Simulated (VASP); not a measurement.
**ScAlH6: single point with PBEsol**

The system is ScAlH6.

```
Sc Al H
1.0
     0.01352    4.13675    4.12688
     3.24146    0.23192    3.89027
     2.25411    2.89506    1.21196
Sc Al H
1 1 6
Direct
  0.52061 0.53364 0.43105
  0.00279 0.00494 0.99567
  0.62096 0.95599 0.68567
  0.38035 0.04837 0.30204
  0.27017 0.62862 0.15675
  0.73662 0.38633 0.82919
  0.04208 0.27916 0.06361
  0.94586 0.74427 0.93230
```

* Program: VASP 6.6.1
* Task: single point
* Functional: PBEsol
* Potentials or basis: VASP PAW PBE potentials, release 64 (Sc_sv, Al, H)
* Cutoff: 520 eV
* k mesh: 4 × 4 × 4
* Occupations: fermi-dirac, width 0.05 eV
* Spin: no spin polarisation
* Dipole correction: no
* Further INCAR settings: ALGO = Normal; EDIFF = 1e-06; NBANDS = 20

The pressure is 0.0 GPa, the largest force is 0.006 eV/Å and the band gap on the k mesh is 1.33 eV (least direct gap 1.74 eV).

Forces on the atoms (eV/Å):
```
Sc   0.002  0.002 -0.003
Al  -0.001  0.001 -0.001
H   -0.003 -0.002  0.000
H    0.005 -0.001  0.003
H    0.004 -0.003 -0.002
H   -0.006  0.000  0.000
H   -0.004  0.004  0.000
H    0.003 -0.001  0.003
```

Stress tensor (GPa, compression positive):
```
 0.06 -0.01  0.01
-0.01 -0.02  0.01
 0.01  0.01 -0.02
```

Levels at points of the mesh, in eV from the valence-band top:
| k point | band 6 | band 7 | band 8 | band 9 | band 10 | band 11 | band 12 | band 13 | band 14 | band 15 |
| --- | --- | --- | --- | --- | --- | --- | --- | --- | --- | --- |
| (0.00, 0.00, 0.00) | -3.56 | -3.53 | -2.51 | -1.65 | -1.54 | 1.33 | 2.25 | 2.26 | 5.03 | 5.09 |
| (0.50, 0.00, 0.00) | -7.52 | -3.77 | -2.63 | -0.95 | -0.08 | 1.69 | 2.26 | 2.95 | 3.55 | 4.31 |
| (0.00, 0.50, 0.00) | -7.53 | -3.73 | -2.63 | -1.01 | 0.00 | 1.74 | 2.17 | 2.92 | 3.60 | 4.43 |
| (0.50, 0.50, 0.00) | -6.18 | -5.27 | -4.50 | -1.22 | -1.00 | 1.36 | 2.82 | 2.99 | 3.77 | 5.06 |
| (0.00, 0.00, 0.50) | -4.91 | -4.56 | -4.50 | -4.16 | -4.13 | 2.60 | 2.88 | 2.98 | 3.83 | 4.37 |
| (0.50, 0.00, 0.50) | -6.16 | -5.24 | -4.54 | -1.30 | -0.96 | 1.33 | 2.84 | 3.01 | 3.78 | 4.72 |
| (0.00, 0.50, 0.50) | -6.14 | -5.28 | -4.47 | -1.34 | -1.19 | 1.44 | 2.85 | 3.05 | 3.76 | 4.90 |
| (0.50, 0.50, 0.50) | -7.52 | -3.71 | -2.68 | -1.08 | -0.12 | 1.69 | 2.27 | 2.98 | 4.05 | 4.10 |

Run time: 26 s on 1 thread of Intel(R) Xeon(R) 6975P-C (Granite Rapids), with other jobs on the host, peak memory 0.24 GiB.

Caveat: the PAW data sets were made with another functional, which shifts forces and pressure a little. A k mesh can miss the band edges.
